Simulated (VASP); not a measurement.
# Mn3Si (Fm-3m) in VASP: single point with r2SCAN

Aim: the single point of Mn3Si with r2SCAN.

Everything below comes from runs of VASP 6.6.1. Logs are shortened: lines on timing, memory, paths and dates and some standing lists are left out, and cuts for length are marked.

## 1. The cell of the first run

It takes space group Fm-3m (No. 225, cubic). The conventional cell has a = 5.642 Å, b = 5.642 Å, c = 5.642 Å, α = 90.00°, β = 90.00°, γ = 90.00°. Within 3.2 Å of Mn (site symmetry m-3m) lie 8 Mn at 2.44 Å and 6 Si at 2.82 Å. Within 3.2 Å of Mn (site symmetry -43m) lie 10 Mn at 2.44 to 2.82 Å and 4 Si at 2.44 Å. Within 3.2 Å of Si (site symmetry m-3m) lie 14 Mn at 2.44 to 2.82 Å.

## 2. Single point, r2SCAN, collinear spin, ferrimagnetic start

File POSCAR:

```
Mn3Si
1.0
    0.0000000000      2.8211339088      2.8211339088
    2.8211339088      0.0000000000      2.8211339088
    2.8211339088      2.8211339088      0.0000000000
Mn Si
3 1
Direct
    0.5000000000      0.5000000000      0.5000000000
    0.2500000000      0.2500000000      0.2500000000
    0.7500000000      0.7500000000      0.7500000000
    0.0000000000      0.0000000000      0.0000000000
```

File INCAR.step1:

```
  PREC = Accurate
  ENCUT = 520
  ISMEAR = 0
  SIGMA = 0.1
  LREAL = False
  LASPH = True
  NELM = 150
  ISPIN = 2
  MAGMOM = 4 -4 -4 0
  LMAXMIX = 4
  NBANDS = 34
  GGA = PE
  ALGO = Normal
  EDIFF = 1E-4
  LWAVE = True
  LCHARG = False
```

File INCAR.step2:

```
  PREC = Accurate
  ENCUT = 520
  EDIFF = 1E-6
  ISMEAR = 0
  SIGMA = 0.1
  LREAL = False
  LASPH = True
  NELM = 150
  ALGO = Normal
  ISIF = 2
  LWAVE = False
  LCHARG = False
  ISPIN = 2
  MAGMOM = 4 -4 -4 0
  LORBIT = 11
  LMAXMIX = 4
  METAGGA = R2SCAN
  LMIXTAU = True
  NBANDS = 34
  ISTART = 1
```

File KPOINTS:

```
regular mesh
0
Gamma
  14 14 14
```

Potentials or basis: VASP PAW PBE potentials, release 64 (Mn_pv, Si).

Launch:

```sh
> cat potpaw_PBE.64/Mn_pv/POTCAR potpaw_PBE.64/Si/POTCAR > POTCAR
> cp INCAR.step1 INCAR
> mpirun -np 1 vasp_std > vasp.out
> cp INCAR.step2 INCAR
> mpirun -np 1 vasp_std > vasp.out
```

OUTCAR:

```text
PREC = Accurate
   ENCUT = 520
   EDIFF = 1E-6
   ISMEAR = 0
   LREAL = False
   LASPH = True
   NELM = 150
   ISIF = 2
   ISPIN = 2
   LORBIT = 11
   METAGGA = R2SCAN
   ISTART = 1

 ion  position               nearest neighbor table
   1  0.500  0.500  0.500-   2 2.44   2 2.44   2 2.44   3 2.44   3 2.44   3 2.44   3 2.44   2 2.44
                             4 2.82   4 2.82   4 2.82   4 2.82   4 2.82   4 2.82
   2  0.250  0.250  0.250-   4 2.44   4 2.44   4 2.44   1 2.44   1 2.44   1 2.44   4 2.44   1 2.44
                             3 2.82   3 2.82   3 2.82   3 2.82   3 2.82   3 2.82
   3  0.750  0.750  0.750-   1 2.44   1 2.44   1 2.44   4 2.44   4 2.44   4 2.44   4 2.44   1 2.44
                             2 2.82   2 2.82   2 2.82   2 2.82   2 2.82   2 2.82
   4  0.000  0.000  0.000-   3 2.44   3 2.44   3 2.44   2 2.44   2 2.44   2 2.44   3 2.44   2 2.44
                             1 2.82   1 2.82   1 2.82   1 2.82   1 2.82   1 2.82

  LATTYP: Found a face centered cubic cell.
 ALAT       =     5.6422678176

  Lattice vectors:

 A1 = (   0.0000000000,   2.8211339088,   2.8211339088)
 A2 = (   2.8211339088,   0.0000000000,   2.8211339088)
 A3 = (   2.8211339088,   2.8211339088,   0.0000000000)

Analysis of symmetry for initial positions (statically):
=====================================================================
 Subroutine PRICEL returns:
 Original cell was already a primitive cell.

 Routine SETGRP: Setting up the symmetry group for a
 face centered cubic supercell.

 Subroutine GETGRP returns: Found 48 space group operations
 (whereof 48 operations were pure point group operations)
 out of a pool of 48 trial point group operations.

The static configuration has the point symmetry O_h .

Analysis of symmetry for dynamics (positions and initial velocities):
=====================================================================
 Subroutine PRICEL returns:
 Original cell was already a primitive cell.

 Routine SETGRP: Setting up the symmetry group for a
 face centered cubic supercell.

 Subroutine GETGRP returns: Found 48 space group operations
 (whereof 48 operations were pure point group operations)
 out of a pool of 48 trial point group operations.

The dynamic configuration has the point symmetry O_h .

Analysis of structural, dynamic, and magnetic symmetry:
=====================================================================
 Subroutine PRICEL returns:
 Original cell was already a primitive cell.

 Routine SETGRP: Setting up the symmetry group for a
 face centered cubic supercell.

 Subroutine GETGRP returns: Found 48 space group operations
 (whereof 48 operations were pure point group operations)
 out of a pool of 48 trial point group operations.

The overall configuration has the point symmetry O_h .

 Subroutine INISYM returns: Found 48 space group operations
 (whereof 48 operations are pure point group operations),
 and found     1 'primitive' translations

----------------------------------------------------------------------------------------

                                     Primitive cell

  volume of cell :      44.9057

  direct lattice vectors                    reciprocal lattice vectors
     0.000000000  2.821133909  2.821133909    -0.177233700  0.177233700  0.177233700
     2.821133909  0.000000000  2.821133909     0.177233700 -0.177233700  0.177233700
     2.821133909  2.821133909  0.000000000     0.177233700  0.177233700 -0.177233700

  length of vectors
     3.989685835  3.989685835  3.989685835     0.306977773  0.306977773  0.306977773

  position of ions in fractional coordinates (direct lattice)
     0.500000000  0.500000000  0.500000000
     0.250000000  0.250000000  0.250000000
     0.750000000  0.750000000  0.750000000
     0.000000000  0.000000000  0.000000000

  ion indices of the primitive-cell ions
   primitive index   ion index
                 1           1
                 2           2
[... 22 lines left out ...]
     0.000000000  0.000000000  0.000000000

 Subroutine IBZKPT returns following result:
 ===========================================

 Found    104 irreducible k-points:

 Following reciprocal coordinates:
            Coordinates               Weight
  0.000000  0.000000  0.000000      1.000000
  0.071429  0.000000  0.000000      8.000000
  0.142857  0.000000  0.000000      8.000000
  0.214286  0.000000  0.000000      8.000000
  0.285714  0.000000  0.000000      8.000000
  0.357143  0.000000  0.000000      8.000000
[... 16 lines left out ...]
  0.214286  0.142857  0.000000     24.000000
  0.285714  0.142857  0.000000     24.000000
 [... further k-points ...]
   k-points           NKPTS =    104   k-points in BZ     NKDIM =    104   number of bands    NBANDS=     34
   number of dos      NEDOS =    301   number of ions     NIONS =      4
   total plane-waves  NPLWV =  27000
   dimension x,y,z NGX =    30 NGY =   30 NGZ =   30
   dimension x,y,z NGXF=    60 NGYF=   60 NGZF=   60
   ions per type =               3   1
   NGX,Y,Z   is equivalent  to a cutoff of  12.50, 12.50, 12.50 a.u.
   NGXF,Y,Z  is equivalent  to a cutoff of  25.00, 25.00, 25.00 a.u.
 SYSTEM =  unknown system
   PREC   = accura    normal or accurate (medium, high low for compatibility)
   ISTART =      1    job   : 0-new  1-cont  2-samecut
   ICHARG =      0    charge: 1-file 2-atom 10-const
   ISPIN  =      2    spin polarized calculation?
   LNONCOLLINEAR =      F non collinear calculations
   LSORBIT =      F    spin-orbit coupling
   LASPH  =      T    aspherical Exc in radial PAW
   ENCUT  =  520.0 eV  38.22 Ry    6.18 a.u.   7.42  7.42  7.42*2*pi/ulx,y,z
   NELM   =    150;   NELMIN=  2; NELMDL=  0     # of ELM steps
   EDIFF  = 0.1E-05   stopping-criterion for ELM
   LREAL  =      F    real-space projection
   EDIFFG = 0.1E-04   stopping-criterion for IOM
   NSW    =      0    number of steps for IOM
   IBRION =     -1    ionic relax: 0-MD 1-quasi-New 2-CG
   NFREE  =      0    steps in history (QN), initial steepest desc. (CG)
   ISIF   =      2    stress and relaxation
   ISYM   =      2    0-nonsym 1-usesym 2-fastsym
   POTIM  = 0.5000    time-step for ionic-motion
   TEBEG  =    0.0;   TEEND  =   0.0 temperature during run
   PSTRESS=    0.0 pullay stress
   NELECT =      43.0000    total number of electrons
   NUPDOWN=      -1.0000    fix difference up-down
   EMIN   =  10.00;   EMAX   =-10.00  energy-range for DOS
   EFERMI =   0.00;   METHOD = LEGACY
   ISMEAR =     0;   SIGMA  =   0.10  broadening in eV -4-tet -1-fermi 0-gaus
   EFERMI_NEDOS =   21; number of points for ismear=-14 and -15
   IALGO  =     38    algorithm
   IMIX   =      4    mixing-type and parameters
     AMIX     =   0.40;   BMIX     =  1.00
     AMIX_MAG =   1.60;   BMIX_MAG =  1.00
  volume/ion in A,a.u.               =      11.23        75.76
  Fermi-wavevector in a.u.,A,eV,Ry     =   1.613605  3.049272 35.425785  2.603722
  Thomas-Fermi vector in A             =   2.708648
   LORBIT       =     11    0 simple, 1 ext, 2 COOP (PROOUT), +10 PAW based schemes
   METAGGA = R2SCAN    functional components
   LHFCALC =     F    Hartree Fock is set to
   AEXX    =    0.0000 exact exchange contribution
   IVDW    =     0    specifies the selected vdW correction
   LEPSILON=     F    determine dielectric tensor
   LRPA    =     F    only Hartree local field effects (RPA)
 spin polarized calculation
 Gauss-broadening in eV      SIGMA  =   0.10
  energy-cutoff  :      520.00
  volume of cell :       44.91
 maximum number of plane-waves:      1243
 NGX is ok and might be reduce to    30
   NGX = 15   NGY = 15   NGZ = 15

 number of electron      42.9999969 magnetization       1.0000010

 Free energy of the ion-electron system (eV)
  ---------------------------------------------------
  ext. energy  EPLUGINS =         0.00000000
  ---------------------------------------------------
  free energy    TOTEN  =       -54.01624279 eV

  energy without entropy =      -54.00640894  energy(sigma->0) =      -54.01132587

 E-fermi :  11.1164     XC(G=0): -14.5192

 val. band max:       11.1080417141   @ k =  -0.3571   0.2857   0.1429
 cond. band min:      11.1222795781   @ k =   0.4286   0.3571   0.0000
 fundamental gap:      0.0142378639
 Fermi energy:        11.1163926605

 spin component 1

 k-point     1 :       0.0000    0.0000    0.0000
  band No.  band energies     occupation
      1     -40.9545      1.00000
      2     -40.9545      1.00000
      3     -40.9544      1.00000
      4     -37.9873      1.00000
      5     -37.9873      1.00000
      6     -37.9872      1.00000
[... 853 lines left out ...]
     32      18.1791      0.00000
     33      20.2152      0.00000

 [... further k-points ...]

 spin component 2

 k-point     1 :       0.0000    0.0000    0.0000
  band No.  band energies     occupation
      1     -39.4693      1.00000
      2     -39.4693      1.00000
      3     -39.4692      1.00000
      4     -39.3820      1.00000
      5     -39.3819      1.00000
      6     -39.3818      1.00000
[... 853 lines left out ...]
     32      18.3909      0.00000
     33      20.3666      0.00000

 [... further k-points ...]

 [bands above 33 left out]

------------------------ aborting loop because EDIFF is reached ----------------------------------------

  FORCE on cell =-STRESS in cart. coord.  units (eV):
  Direction    XX          YY          ZZ          XY          YZ          ZX
  --------------------------------------------------------------------------------------
  -------------------------------------------------------------------------------------
  Total        0.1698809      0.1698809      0.1698809      0.0000000     -0.0000000      0.0000000
  in kB        6.0611367      6.0611367      6.0611367      0.0000000     -0.0000000      0.0000000
  external PRESSURE =       6.0611367 kB  Pullay stress =       0.0000000 kB

 VOLUME and BASIS-vectors are now :
 -----------------------------------------------------------------------------
  energy-cutoff  :      520.00
  volume of cell :       44.91
      direct lattice vectors                 reciprocal lattice vectors
     0.000000000  2.821133909  2.821133909    -0.177233700  0.177233700  0.177233700
     2.821133909  0.000000000  2.821133909     0.177233700 -0.177233700  0.177233700
     2.821133909  2.821133909  0.000000000     0.177233700  0.177233700 -0.177233700

 POSITION                                       TOTAL-FORCE (eV/Angst)
 -----------------------------------------------------------------------------------
      2.82113      2.82113      2.82113         0.000000     -0.000000     -0.000000
      1.41057      1.41057      1.41057        -0.000000     -0.000000      0.000000
      4.23170      4.23170      4.23170         0.000000      0.000000     -0.000000
      0.00000      0.00000      0.00000         0.000000      0.000000     -0.000000
 -----------------------------------------------------------------------------------
    total drift:                                0.000000     -0.000000      0.000000

  FREE ENERGIE OF THE ION-ELECTRON SYSTEM (eV)
  ---------------------------------------------------
  free  energy   TOTEN  =       -54.0162427910 eV

  energy  without entropy=      -54.0064089435  energy(sigma->0) =      -54.01132587

 total charge

# of ion       s       p       d       tot
------------------------------------------
    1        0.414   6.380   5.072  11.866
    2        0.374   6.392   5.238  12.003
    3        0.374   6.392   5.238  12.003
    4        0.712   0.939   0.000   1.651
--------------------------------------------------
tot          1.874  20.102  15.548  37.524

 magnetization (x)

# of ion       s       p       d       tot
------------------------------------------
    1        0.038   0.042   3.097   3.177
    2       -0.013  -0.031  -1.099  -1.143
    3       -0.013  -0.031  -1.099  -1.143
    4        0.030   0.049   0.000   0.080
--------------------------------------------------
tot          0.043   0.029   0.899   0.971
```

It took 37 min on 1 thread of AMD EPYC 7R13, shared host; peak memory 0.36 GiB.

What came out:

```
Free energy                                           : -54.0162 eV
Pressure                                              : 0.6 GPa
Band gap on the k mesh                                : zero (filled and empty bands overlap)
Net moment                                            : 1.00 μB per cell
Site moments                                          : Mn +3.18, -1.14 (each value once); Si +0.08 μB
Valence electrons inside the program's atomic spheres : Mn 11.87, 12.00 (each value once); Si 1.65
```

Caveat: the PAW data sets were made with another functional, which shifts forces and pressure a little.
